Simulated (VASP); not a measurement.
# InAs (F-43m) in VASP: notebook

Aim: see how the results for InAs move with the level of theory and the settings. Levels: PBE, HSE06. Tasks: single point.

Everything below comes from runs of VASP 6.6.1. Logs are shortened: lines on timing, memory, paths and dates and some standing lists are left out, and cuts for length are marked.

**1. The cell of the first run**

The structure is cubic, space group F-43m (No. 216). The conventional cell has a = 6.060 Å, b = 6.060 Å, c = 6.060 Å, α = 90.00°, β = 90.00°, γ = 90.00°. In (site symmetry -43m) has 4 As at 2.62 Å within 3.5 Å. As (site symmetry -43m) has 4 In at 2.62 Å within 3.5 Å.

**2. Single point, PBE**

Input file INCAR:

```
SYSTEM = InAs
PREC = Accurate
ENCUT = 520
EDIFF = 1E-7
ISMEAR = 0
SIGMA = 0.01
LREAL = .FALSE.
LASPH = .TRUE.
NELM = 80
ALGO = Normal
ISIF = 2
LWAVE = .FALSE.
LCHARG = .TRUE.
GGA = PE
LELF = .TRUE.
LVHAR = .TRUE.
NBANDS = 16
```

Input file KPOINTS:

```
regular mesh
0
G
  4 4 4
  0 0 0
```

Input file POSCAR:

```
InAs
1.0
    0.0000000000      3.0300000000      3.0300000000
    3.0300000000      0.0000000000      3.0300000000
    3.0300000000      3.0300000000      0.0000000000
In As
1 1
Direct
    0.0000000000      0.0000000000      0.0000000000
    0.2500000000      0.2500000000      0.2500000000
```

Potentials or basis: VASP PAW PBE potentials, release 64 (In_d, As).

Command:

```
> cat potpaw_PBE.64/In_d/POTCAR potpaw_PBE.64/As/POTCAR > POTCAR
> mpirun -np 1 vasp_std > vasp.out
```

OUTCAR:

```text
SYSTEM = InAs
   PREC = Accurate
   ENCUT = 520
   EDIFF = 1E-7
   ISMEAR = 0
   LREAL = .FALSE.
   LASPH = .TRUE.
   NELM = 80
   ISIF = 2
   GGA = PE

 ion  position               nearest neighbor table
   1  0.000  0.000  0.000-   2 2.62   2 2.62   2 2.62   2 2.62
   2  0.250  0.250  0.250-   1 2.62   1 2.62   1 2.62   1 2.62

  LATTYP: Found a face centered cubic cell.
 ALAT       =     6.0600000000

  Lattice vectors:

 A1 = (   0.0000000000,   3.0300000000,   3.0300000000)
 A2 = (   3.0300000000,   0.0000000000,   3.0300000000)
 A3 = (   3.0300000000,   3.0300000000,   0.0000000000)

Analysis of symmetry for initial positions (statically):
=====================================================================
 Subroutine PRICEL returns:
 Original cell was already a primitive cell.

 Routine SETGRP: Setting up the symmetry group for a
 face centered cubic supercell.

 Subroutine GETGRP returns: Found 24 space group operations
 (whereof 24 operations were pure point group operations)
 out of a pool of 48 trial point group operations.

The static configuration has the point symmetry T_d .

Analysis of symmetry for dynamics (positions and initial velocities):
=====================================================================
 Subroutine PRICEL returns:
 Original cell was already a primitive cell.

 Routine SETGRP: Setting up the symmetry group for a
 face centered cubic supercell.

 Subroutine GETGRP returns: Found 24 space group operations
 (whereof 24 operations were pure point group operations)
 out of a pool of 48 trial point group operations.

The dynamic configuration has the point symmetry T_d .

 Subroutine INISYM returns: Found 24 space group operations
 (whereof 24 operations are pure point group operations),
 and found     1 'primitive' translations

----------------------------------------------------------------------------------------

                                     Primitive cell

  volume of cell :      55.6363

  direct lattice vectors                    reciprocal lattice vectors
     0.000000000  3.030000000  3.030000000    -0.165016502  0.165016502  0.165016502
     3.030000000  0.000000000  3.030000000     0.165016502 -0.165016502  0.165016502
     3.030000000  3.030000000  0.000000000     0.165016502  0.165016502 -0.165016502

  length of vectors
     4.285067094  4.285067094  4.285067094     0.285816965  0.285816965  0.285816965

  position of ions in fractional coordinates (direct lattice)
     0.000000000  0.000000000  0.000000000
     0.250000000  0.250000000  0.250000000

  ion indices of the primitive-cell ions
   primitive index   ion index
                 1           1
                 2           2

----------------------------------------------------------------------------------------

 KPOINTS: regular mesh

Automatic generation of k-mesh.
 Grid dimensions read from file:
 generate k-points for:    4    4    4

 Generating k-lattice:

  Cartesian coordinates                     Fractional coordinates (reciprocal lattice)
    -0.041254125  0.041254125  0.041254125     0.250000000  0.000000000  0.000000000
     0.041254125 -0.041254125  0.041254125     0.000000000  0.250000000  0.000000000
     0.041254125  0.041254125 -0.041254125     0.000000000  0.000000000  0.250000000

  Length of vectors
     0.071454241  0.071454241  0.071454241

  Shift w.r.t. Gamma in fractional coordinates (k-lattice)
     0.000000000  0.000000000  0.000000000

 Subroutine IBZKPT returns following result:
 ===========================================

 Found      8 irreducible k-points:

 Following reciprocal coordinates:
            Coordinates               Weight
  0.000000  0.000000  0.000000      1.000000
  0.250000  0.000000  0.000000      8.000000
  0.500000  0.000000  0.000000      4.000000
  0.250000  0.250000  0.000000      6.000000
  0.500000  0.250000  0.000000     24.000000
 -0.250000  0.250000  0.000000     12.000000
  0.500000  0.500000  0.000000      3.000000
 -0.250000  0.500000  0.250000      6.000000
   k-points           NKPTS =      8   k-points in BZ     NKDIM =      8   number of bands    NBANDS=     16
   number of dos      NEDOS =    301   number of ions     NIONS =      2
   total plane-waves  NPLWV =  32768
   dimension x,y,z NGX =    32 NGY =   32 NGZ =   32
   dimension x,y,z NGXF=    64 NGYF=   64 NGZF=   64
   ions per type =               1   1
   NGX,Y,Z   is equivalent  to a cutoff of  12.41, 12.41, 12.41 a.u.
   NGXF,Y,Z  is equivalent  to a cutoff of  24.83, 24.83, 24.83 a.u.
 SYSTEM =  InAs
   PREC   = accura    normal or accurate (medium, high low for compatibility)
   ISTART =      0    job   : 0-new  1-cont  2-samecut
   ICHARG =      2    charge: 1-file 2-atom 10-const
   ISPIN  =      1    spin polarized calculation?
   LNONCOLLINEAR =      F non collinear calculations
   LSORBIT =      F    spin-orbit coupling
   LASPH  =      T    aspherical Exc in radial PAW
   ENCUT  =  520.0 eV  38.22 Ry    6.18 a.u.   7.97  7.97  7.97*2*pi/ulx,y,z
   NELM   =     80;   NELMIN=  2; NELMDL= -5     # of ELM steps
   EDIFF  = 0.1E-06   stopping-criterion for ELM
   LREAL  =      F    real-space projection
   EDIFFG = 0.1E-05   stopping-criterion for IOM
   NSW    =      0    number of steps for IOM
   IBRION =     -1    ionic relax: 0-MD 1-quasi-New 2-CG
   NFREE  =      0    steps in history (QN), initial steepest desc. (CG)
   ISIF   =      2    stress and relaxation
   ISYM   =      2    0-nonsym 1-usesym 2-fastsym
   POTIM  = 0.5000    time-step for ionic-motion
   TEBEG  =    0.0;   TEEND  =   0.0 temperature during run
   PSTRESS=    0.0 pullay stress
   NELECT =      18.0000    total number of electrons
   NUPDOWN=      -1.0000    fix difference up-down
   EMIN   =  10.00;   EMAX   =-10.00  energy-range for DOS
   EFERMI =   0.00;   METHOD = LEGACY
   ISMEAR =     0;   SIGMA  =   0.01  broadening in eV -4-tet -1-fermi 0-gaus
   EFERMI_NEDOS =   21; number of points for ismear=-14 and -15
   IALGO  =     38    algorithm
   IMIX   =      4    mixing-type and parameters
     AMIX     =   0.40;   BMIX     =  1.00
     AMIX_MAG =   1.60;   BMIX_MAG =  1.00
  volume/ion in A,a.u.               =      27.82       187.73
  Fermi-wavevector in a.u.,A,eV,Ry     =   1.123862  2.123791 17.185058  1.263066
  Thomas-Fermi vector in A             =   2.260531
   LORBIT       =      0    0 simple, 1 ext, 2 COOP (PROOUT), +10 PAW based schemes
   GGA     = PE    functional components
   LHFCALC =     F    Hartree Fock is set to
   AEXX    =    0.0000 exact exchange contribution
   IVDW    =     0    specifies the selected vdW correction
   LEPSILON=     F    determine dielectric tensor
   LRPA    =     F    only Hartree local field effects (RPA)
 non-spin polarized calculation
 Gauss-broadening in eV      SIGMA  =   0.01
  energy-cutoff  :      520.00
  volume of cell :       55.64
 maximum number of plane-waves:      1524
   NGX = 15   NGY = 15   NGZ = 15

 number of electron      17.9999990 magnetization

 Free energy of the ion-electron system (eV)
  ---------------------------------------------------
  ext. energy  EPLUGINS =         0.00000000
  ---------------------------------------------------
  free energy    TOTEN  =        -7.54395526 eV

  energy without entropy =       -7.54371422  energy(sigma->0) =       -7.54383474

 E-fermi :   4.4860     XC(G=0):  -9.0446

 val. band max:        4.4829555803   @ k =   0.0000   0.0000   0.0000
 cond. band min:       5.4086109946   @ k =   0.5000   0.0000   0.0000
 fundamental gap:      0.9256554143
 Fermi energy:         4.4860011429

 k-point     1 :       0.0000    0.0000    0.0000
  band No.  band energies     occupation
      1      -9.9326      2.00000
      2      -9.9326      2.00000
      3      -9.9326      2.00000
      4      -9.8113      2.00000
      5      -9.8113      2.00000
      6      -7.3364      2.00000
[... 8 lines left out ...]
     15      14.1232      0.00000
     16      14.1233      0.00000

 k-point     2 :       0.2500    0.0000    0.0000
  band No.  band energies     occupation
      1      -9.9946      2.00000
      2      -9.9147      2.00000
      3      -9.9147      2.00000
      4      -9.8100      2.00000
      5      -9.8100      2.00000
      6      -6.7396      2.00000
[... 8 lines left out ...]
     15      13.0127      0.00000
     16      13.0127      0.00000

 k-point     3 :       0.5000    0.0000    0.0000
  band No.  band energies     occupation
      1     -10.0501      2.00000
      2      -9.9021      2.00000
      3      -9.9021      2.00000
      4      -9.8032      2.00000
      5      -9.8032      2.00000
      6      -5.8826      2.00000
[... 8 lines left out ...]
     15      15.1912      0.00000
     16      15.1912      0.00000

 k-point     4 :       0.2500    0.2500    0.0000
  band No.  band energies     occupation
      1     -10.0293      2.00000
      2      -9.8938      2.00000
      3      -9.8938      2.00000
      4      -9.8282      2.00000
      5      -9.8001      2.00000
      6      -6.5420      2.00000
[... 8 lines left out ...]
     15      14.7773      0.00000
     16      15.4603      0.00000

 k-point     5 :       0.5000    0.2500    0.0000
  band No.  band energies     occupation
      1     -10.0725      2.00000
      2      -9.8845      2.00000
      3      -9.8759      2.00000
      4      -9.8263      2.00000
      5      -9.7982      2.00000
      6      -5.6552      2.00000
[... 8 lines left out ...]
     15      15.4555      0.00000
     16      15.9683      0.00000

 k-point     6 :      -0.2500    0.2500    0.0000
  band No.  band energies     occupation
      1     -10.0473      2.00000
      2      -9.8959      2.00000
      3      -9.8922      2.00000
      4      -9.8131      2.00000
      5      -9.8088      2.00000
      6      -5.9666      2.00000
[... 8 lines left out ...]
     15      14.2002      0.00000
     16      16.0308      0.00000

 k-point     7 :       0.5000    0.5000    0.0000
  band No.  band energies     occupation
      1     -10.1077      2.00000
      2      -9.8533      2.00000
      3      -9.8533      2.00000
      4      -9.8485      2.00000
      5      -9.7890      2.00000
      6      -5.3439      2.00000
[... 8 lines left out ...]
     15      15.9334      0.00000
     16      16.6553      0.00000

 k-point     8 :      -0.2500    0.5000    0.2500
  band No.  band energies     occupation
      1     -10.0845      2.00000
      2      -9.8843      2.00000
      3      -9.8602      2.00000
      4      -9.8262      2.00000
      5      -9.8029      2.00000
      6      -5.2939      2.00000
[... 8 lines left out ...]
     15      16.1000      0.00000
     16      16.2001      0.00000

------------------------ aborting loop because EDIFF is reached ----------------------------------------

  FORCE on cell =-STRESS in cart. coord.  units (eV):
  Direction    XX          YY          ZZ          XY          YZ          ZX
  --------------------------------------------------------------------------------------
  -------------------------------------------------------------------------------------
  Total        1.4319486      1.4319486      1.4319486     -0.0000000     -0.0000000     -0.0000000
  in kB       41.2363410     41.2363410     41.2363410     -0.0000000     -0.0000000     -0.0000000
  external PRESSURE =      41.2363410 kB  Pullay stress =       0.0000000 kB

 VOLUME and BASIS-vectors are now :
 -----------------------------------------------------------------------------
  energy-cutoff  :      520.00
  volume of cell :       55.64
      direct lattice vectors                 reciprocal lattice vectors
     0.000000000  3.030000000  3.030000000    -0.165016502  0.165016502  0.165016502
     3.030000000  0.000000000  3.030000000     0.165016502 -0.165016502  0.165016502
     3.030000000  3.030000000  0.000000000     0.165016502  0.165016502 -0.165016502

 POSITION                                       TOTAL-FORCE (eV/Angst)
 -----------------------------------------------------------------------------------
      0.00000      0.00000      0.00000         0.000000      0.000000      0.000000
      1.51500      1.51500      1.51500        -0.000000     -0.000000     -0.000000
 -----------------------------------------------------------------------------------
    total drift:                               -0.000000     -0.000000     -0.000000

  FREE ENERGIE OF THE ION-ELECTRON SYSTEM (eV)
  ---------------------------------------------------
  free  energy   TOTEN  =        -7.5439552586 eV

  energy  without entropy=       -7.5437142237  energy(sigma->0) =       -7.54383474
```

It took 15 s on 1 thread of Intel Xeon Platinum 8259CL at 2.50GHz (Skylake/Cascade Lake), shared host; peak memory 0.17 GiB.

Results:

| Quantity | Value |
| --- | --- |
| Free energy | -7.5440 eV |
| Pressure | 4.1 GPa |
| Band gap on the k mesh | zero (filled and empty bands touch) |

Caveat: the k points lie up to 0.45 Å⁻¹ apart; spin-orbit coupling is left out, which moves the levels of the heavy elements.

**3. Single point, PBE**

Input file INCAR:

```
PREC = Accurate
ENCUT = 520
EDIFF = 1E-6
ISMEAR = -1
SIGMA = 0.01
LREAL = False
LASPH = True
NELM = 100
ALGO = Normal
ISIF = 2
LWAVE = False
LCHARG = False
GGA = PE
NBANDS = 16
```

Input file KPOINTS:

```
Automatic mesh
0
Gamma
  4 4 4
```

POSCAR is that of step 2.

Potentials or basis: VASP PAW PBE potentials, release 64 (In_d, As).

Command:

```
> cat potpaw_PBE.64/In_d/POTCAR potpaw_PBE.64/As/POTCAR > POTCAR
> mpirun -np 1 vasp_std > vasp.out
```

Run time: 14 s. Hardware: 1 thread of Intel Xeon Platinum 8259CL at 2.50GHz (Skylake/Cascade Lake), shared host; peak memory 0.17 GiB.

It converged, with:

| Property | Result |
| --- | --- |
| Free energy | -7.5443 eV |
| Pressure | 4.1 GPa |
| Band gap on the k mesh | zero (filled and empty bands touch) |

Levels at points of the mesh, in eV from the Fermi level:
```tsv
k point	band 5	band 6	band 7	band 8	band 9	band 10	band 11	band 12	band 13	band 14
(0.00, 0.00, 0.00)	-14.30	-11.83	-0.25	-0.01	-0.01	-0.01	3.87	3.87	3.87	7.47
(0.50, 0.00, 0.00)	-14.29	-10.37	-5.76	-0.99	-0.99	0.92	4.64	4.64	6.82	9.00
(0.50, 0.50, 0.00)	-14.28	-9.83	-5.84	-2.32	-2.32	1.53	2.04	9.14	9.20	9.20
```

Caveat: the k points lie up to 0.45 Å⁻¹ apart; spin-orbit coupling is left out, which moves the levels of the heavy elements.

**4. Single point, HSE06**

POSCAR is that of step 3.

Input file INCAR.step1:

```
PREC = Accurate ; ENCUT = 520
EDIFF = 1E-5 ; ISMEAR = 0
SIGMA = 0.01 ; LREAL = F
LASPH = T ; NELM = 100
ALGO = Normal ; ISIF = 2
LWAVE = T ; LCHARG = F
NBANDS = 16 ; GGA = PE
```

Input file INCAR.step2:

```
PREC = Accurate ; ENCUT = 520
EDIFF = 1E-6 ; ISMEAR = 0
SIGMA = 0.01 ; LREAL = F
LASPH = T ; NELM = 100
ALGO = Normal ; ISIF = 2
LWAVE = F ; LCHARG = F
GGA = PE ; LHFCALC = T
HFSCREEN = 0.2079 ; PRECFOCK = Normal
NBANDS = 16 ; ISTART = 1
```

KPOINTS is that of step 3.

Potentials or basis: VASP PAW PBE potentials, release 64 (In_d, As).

Command:

```
> cat potpaw_PBE.64/In_d/POTCAR potpaw_PBE.64/As/POTCAR > POTCAR
> cp INCAR.step1 INCAR
> mpirun -np 1 vasp_std > vasp.out
> cp INCAR.step2 INCAR
> mpirun -np 1 vasp_std > vasp.out
```

OUTCAR:

```text
PREC = Accurate
   ENCUT = 520
   EDIFF = 1E-6
   ISMEAR = 0
   LREAL = F
   LASPH = T
   NELM = 100
   ISIF = 2
   GGA = PE
   LHFCALC = T
   HFSCREEN = 0.2079
   PRECFOCK = Normal
   ISTART = 1

 ion  position               nearest neighbor table
   1  0.000  0.000  0.000-   2 2.62   2 2.62   2 2.62   2 2.62
   2  0.250  0.250  0.250-   1 2.62   1 2.62   1 2.62   1 2.62

[... 330 lines left out ...]
     15      16.8181      0.00000
     16      16.8397      0.00000

------------------------ aborting loop because EDIFF is reached ----------------------------------------

  FORCE on cell =-STRESS in cart. coord.  units (eV):
  Direction    XX          YY          ZZ          XY          YZ          ZX
  --------------------------------------------------------------------------------------
  -------------------------------------------------------------------------------------
  Total        0.4878825      0.4878825      0.4878825     -0.0000000     -0.0000000      0.0000000
  in kB       14.0497274     14.0497274     14.0497274     -0.0000000     -0.0000000      0.0000000
  external PRESSURE =      14.0497274 kB  Pullay stress =       0.0000000 kB

 VOLUME and BASIS-vectors are now :
 -----------------------------------------------------------------------------
  energy-cutoff  :      520.00
  volume of cell :       55.64
      direct lattice vectors                 reciprocal lattice vectors
     0.000000000  3.030000000  3.030000000    -0.165016502  0.165016502  0.165016502
     3.030000000  0.000000000  3.030000000     0.165016502 -0.165016502  0.165016502
     3.030000000  3.030000000  0.000000000     0.165016502  0.165016502 -0.165016502

 POSITION                                       TOTAL-FORCE (eV/Angst)
 -----------------------------------------------------------------------------------
      0.00000      0.00000      0.00000        -0.000000     -0.000000     -0.000000
      1.51500      1.51500      1.51500         0.000000      0.000000      0.000000
 -----------------------------------------------------------------------------------
    total drift:                                0.000031      0.000041      0.000027

  FREE ENERGIE OF THE ION-ELECTRON SYSTEM (eV)
  ---------------------------------------------------
  free  energy   TOTEN  =        -9.1046458782 eV

  energy  without entropy=       -9.1046458782  energy(sigma->0) =       -9.10464588
```

OSZICAR.step1:

```text
N       E                     dE             d eps       ncg     rms          rms(c)
DAV:   1     0.107294507023E+03    0.10729E+03   -0.82485E+03   256   0.121E+03
DAV:   2    -0.732005539091E+00   -0.10803E+03   -0.10383E+03   288   0.280E+02
DAV:   3    -0.766177274557E+01   -0.69298E+01   -0.69030E+01   312   0.700E+01
DAV:   4    -0.783459650879E+01   -0.17282E+00   -0.17277E+00   336   0.129E+01
DAV:   5    -0.784351695395E+01   -0.89204E-02   -0.89204E-02   352   0.247E+00    0.458E+00
DAV:   6    -0.756674128371E+01    0.27678E+00   -0.46558E-01   416   0.106E+01    0.252E+00
DAV:   7    -0.754130694013E+01    0.25434E-01   -0.12193E-01   352   0.288E+00    0.768E-01
DAV:   8    -0.754295550347E+01   -0.16486E-02   -0.13163E-02   312   0.120E+00    0.193E-01
DAV:   9    -0.754373714783E+01   -0.78164E-03   -0.10624E-03   272   0.238E-01    0.111E-01
DAV:  10    -0.754390254982E+01   -0.16540E-03   -0.18670E-04   320   0.192E-01    0.544E-02
DAV:  11    -0.754395306319E+01   -0.50513E-04   -0.12884E-04   256   0.109E-01    0.336E-02
DAV:  12    -0.754395512317E+01   -0.20600E-05   -0.42807E-06   264   0.206E-02
   1 F= -.75439551E+01 E0= -.75438346E+01  d E =-.241035E-03
```

Wall time 11 min (1 thread of Intel Xeon Platinum 8259CL at 2.50GHz (Skylake/Cascade Lake), shared host); peak memory 0.28 GiB.

What came out:

```yaml
Free_energy: -9.1046 eV
Pressure: 1.4 GPa
Band_gap_on_the_k_mesh: 0.54 eV, direct
```

Caveat: the k points lie up to 0.45 Å⁻¹ apart; the PAW data sets were made with another functional, which shifts forces and pressure a little; spin-orbit coupling is left out, which moves the levels of the heavy elements.

(Part 1 of 2 ends here.)
